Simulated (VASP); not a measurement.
Runs of VASP 6.6.1 on CoO. The structure is tetragonal, space group I4/mmm (No. 139). Conventional cell: a = 3.016 Å, b = 3.016 Å, c = 4.214 Å, α = 90.00°, β = 90.00°, γ = 90.00°. Co (site symmetry 4/mmm) has 6 O at 2.11 to 2.13 Å within 2.8 Å. O (site symmetry 4/mmm) has 6 Co at 2.11 to 2.13 Å within 2.8 Å. 

```csv
potentials or basis,k mesh,cutoff (eV),smearing,second run,gap on the mesh (eV),pressure (GPa),moment (μB)
"VASP PAW PBE potentials, release 64 (Co_sv, O)",1 × 1 × 1,600,gaussian 0.1 eV,valence_matched,-,(a),(b)
"VASP PAW PBE potentials, release 64 (Co_sv, O)",4 × 4 × 4,600,gaussian 0.1 eV,valence_matched,none,-17.6,2.40
"VASP PAW PBE potentials, release 64 (Co, O)",16 × 16 × 16,520,gaussian 0.1 eV,-,none,-9.7,2.93
"VASP PAW PBE potentials, release 64 (Co, O)",10 × 10 × 10,520,gaussian 0.1 eV,-,none,-9.8,2.92
"VASP PAW PBE potentials, release 64 (Co, O)",10 × 10 × 10,520,gaussian 0.05 eV,-,none,-9.8,2.93
```

Alike in all rows: task single point; level PBEsol; spin collinear, ferromagnetic start; cell as given.

Fill in the values left out.

(a) 10.5; (b) 3.00.

Caveats: some runs use coarse meshes; the PAW data sets were made with another functional, which shifts forces and pressure a little; a cell with one magnetic atom can't hold antiferromagnetic order, which such compounds often take; semilocal functionals often make such compounds metallic where correlation or magnetic order opens a gap, which also shifts bond lengths.

A gap of «none» marks levels without a gap at the run's occupations.

The runs don't all hold the same shells in valence.
